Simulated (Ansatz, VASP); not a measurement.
One calculation of KCl, two programs

```xyz
2
Lattice="4.0312 0.0000 0.0000 0.0000 4.0312 0.0000 0.0000 0.0000 3.9352" Properties=species:S:1:pos:R:3 pbc="T T T"
K     0.0000    0.0000    0.0000
Cl    2.0156    2.0156    1.9676
```

Change from the starting cell: strain +0.050 along x and y, +0.025 along z, atoms carried along.

Alike in both runs: task single point; functional LDA; k mesh 6 × 6 × 6; occupations gaussian, width 0.05 eV; no spin polarisation.

|  | VASP | Ansatz |
| --- | --- | --- |
| version | VASP 6.6.1 | Ansatz 0.2.0 |
| potentials or method | VASP PAW LDA potentials, release 64 (K_sv, Cl), cutoff 520 eV | scalar-relativistic, plane waves, PAW |
| valence electrons in the cell | 16 | 16 |

|  | VASP | Ansatz | Ansatz less VASP |
| --- | --- | --- | --- |
| gap on the k mesh at the Fermi level (eV) | 3.86 | 3.85 | -0.006 |
| least direct gap on the mesh (eV) | 4.03 | 4.03 | -0.006 |
| pressure (GPa) | -4.1 | -4.1 | +0.01 |
| traceless stress, the component that is largest in VASP (GPa) | 0.58 | 0.58 | +0.002 |

LDA's correlation is that of Perdew and Zunger in VASP and of Perdew and Wang (1992) in Ansatz.
